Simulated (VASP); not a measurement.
Runs of VASP 6.6.1 on BaZrO3. The structure is that of space group P4/mmm (No. 123), or close to it. The cells are those of the table. 

| cell | gap on the mesh (eV) | pressure (GPa) |
| --- | --- | --- |
| a = 4.547, b = 4.547, c = 4.181 Å, 5 atoms | (b) | -15.9 |
| a = 3.763, b = 3.763, c = 4.181 Å, 5 atoms | (a) | (c) |
| a = 4.600, b = 4.600, c = 4.181 Å, 5 atoms | 2.97 | -17.4 |
| a = 3.868, b = 3.868, c = 4.181 Å, 5 atoms | 3.69 | 45.6 |
| a = 4.495, b = 4.495, c = 4.181 Å, 5 atoms | 3.14 | -14.2 |

Alike in all rows: task single point; level r2SCAN; potentials or basis VASP PAW PBE potentials, release 64 (Ba_sv, Zr_sv, O); no spin polarisation; k mesh 6 × 6 × 6; cutoff (eV) 520; smearing gaussian 0.05 eV.

**Question.** Fill in the values left out.

**Answer.** (a) 3.39; (b) 3.06; (c) 68.6.

Caveats: the PAW data sets were made with another functional, which shifts forces and pressure a little; spin-orbit coupling is left out, which moves the levels of the heavy elements.

A k mesh can miss the band edges, and the runs leave out spin-orbit coupling on Ba, Zr.
